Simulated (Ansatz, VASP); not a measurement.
## One calculation of Cd, two programs

```
CELL_PARAMETERS angstrom
2.99638 0.00000 0.00000
0.00000 2.99638 0.00000
0.00000 0.00000 2.99638
ATOMIC_POSITIONS crystal
Cd 0.00000 0.00000 0.00000
```

Alike in both runs: task single point; functional PBE; k mesh 14 × 14 × 14; occupations fermi-dirac, width 0.08 eV; no spin polarisation.

```csv
,VASP,Ansatz
version,VASP 6.6.1,Ansatz 0.2.0
potentials or method,"VASP PAW PBE potentials, release 64 (Cd), cutoff 520 eV","all-electron LAPW, scalar-relativistic"
```

VASP gave:

* pressure (GPa): 0.2

Question: Which values does Ansatz return?

Answer: Pressure (GPa): 0.0.

Ansatz ran all-electron here, and VASP with PAW potentials.
